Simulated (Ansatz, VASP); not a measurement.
**Two plane-wave programs on Cd**

The input INCAR:

```
PREC = Accurate
ENCUT = 520
EDIFF = 1E-6
ISMEAR = -1
SIGMA = 0.1
LREAL = F
LASPH = T
NELM = 100
ALGO = Normal
ISIF = 2
LWAVE = F
LCHARG = T
GGA = RE
LELF = T
LVHAR = T
NBANDS = 32
```

The input KPOINTS:

```
Automatic mesh
0
Gamma
  13 13 4
```

POSCAR

```
Cd
1.0
    3.1424544488      0.0000000000      0.0000000000
   -1.5712272244      2.7214453829      0.0000000000
    0.0000000000      0.0000000000     10.2827533181
Cd
4
Direct
    0.0000000000      1.0000000000      0.0000000000
    0.0000000000      0.0000000000      0.5000000000
    0.3333333333      0.6666666667      0.2500000000
    0.6666666667      0.3333333333      0.7500000000
```

Input for Ansatz:

```yaml
crystal:
  lattice:
    - [3.1424544488, 0.0, 0.0]
    - [-1.5712272244, 2.7214453829, 0.0]
    - [0.0, 0.0, 10.2827533181]
  atoms:
    - { symbol: Cd, position: [0.0, 1.0, 0.0] }
    - { symbol: Cd, position: [0.0, 0.0, 0.5] }
    - { symbol: Cd, position: [0.3333333333, 0.6666666667, 0.25] }
    - { symbol: Cd, position: [0.6666666667, 0.3333333333, 0.75] }
hamiltonian:
  xc: revpbe
  pseudopotentials:
    kind: paw
    azcp:
      Cd: "pseudopotentials/Cd.paw.azcp"
basis:
  ecutwfc: 420
  fft_grid_basis: typed
kpoints:
  mp_grid: { grid: [13, 13, 4], shift: [0, 0, 0] }
magnetization:
  spin_polarized: false
scf:
  occupations: { method: fermi_dirac, width: 0.1 }
  lower_state_search: "off"
output:
  stress: true
  write_density: true
  write_potential: true
  elf: true
  volumetric_format: npy
```

Alike in both runs: task single point; functional revPBE; k mesh 13 × 13 × 4; occupations fermi-dirac, width 0.1 eV; no spin polarisation.

|  | VASP | Ansatz |
| --- | --- | --- |
| version | VASP 6.6.1 | Ansatz 0.2.0 |
| potentials or method | VASP PAW PBE potentials, release 64 (Cd), cutoff 520 eV | plane waves (420 eV) with PAW, scalar-relativistic |
| valence electrons in the cell | 48 | 80 |

```csv
,VASP,Ansatz,Ansatz less VASP
pressure (GPa),3.8,3.6,-0.27
"traceless stress, the component that is largest in VASP (GPa)",0.45,0.44,-0.007
```

VASP's potentials were made for PBE, not for revPBE. VASP's potentials hold 48 valence electrons a cell and Ansatz's 80, so a difference there can come from the potentials and not from the codes.
